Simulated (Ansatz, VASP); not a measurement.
## One calculation of ScIn3N2, two programs

```
CELL_PARAMETERS angstrom
3.55038 2.04981 4.37790
-3.55038 2.04981 4.37790
0.00000 -4.09962 4.37790
ATOMIC_POSITIONS crystal
Sc 0.00000 0.00000 0.00000
In 0.00000 0.00000 0.50000
In 0.50000 0.00000 0.00000
In 0.00000 0.50000 0.00000
N 0.45780 0.45780 0.45780
N 0.54220 0.54220 0.54220
```

Alike in both runs: functional PBE; k mesh 6 × 6 × 6; occupations gaussian, width 0.1 eV; no spin polarisation.

Ansatz relaxed the structure, and its values are those at the end. VASP's run is a single point on that final structure, the one shown.

|  | VASP | Ansatz |
| --- | --- | --- |
| version | VASP 6.6.1 | Ansatz 0.2.0 |
| potentials or method | VASP PAW PBE potentials, release 64 (Sc_sv, In_d, N), cutoff 520 eV | scalar-relativistic, plane waves, PAW |
| valence electrons in the cell | 60 | 60 |

Ansatz gave:

| Item | Value |
| --- | --- |
| gap on the k mesh at the Fermi level (eV) | none |
| pressure (GPa) | 0.0 |
| rms of the force components (eV/Å) | 0.002 |

Task: What did VASP give for the same quantities?

Result: gap on the k mesh at the Fermi level (eV): none; pressure (GPa): 0.4; rms of the force components (eV/Å): 0.536.

A gap of «none» marks a metal or a gap that the smearing closes. One of these differences is far larger than is usual between the two programs; its cause wasn't traced. With one functional, cell and mesh, what is left measures potentials, basis and numerics.

Noted on VASP's run: the standard files for N, O and F lose accuracy on very short bonds.
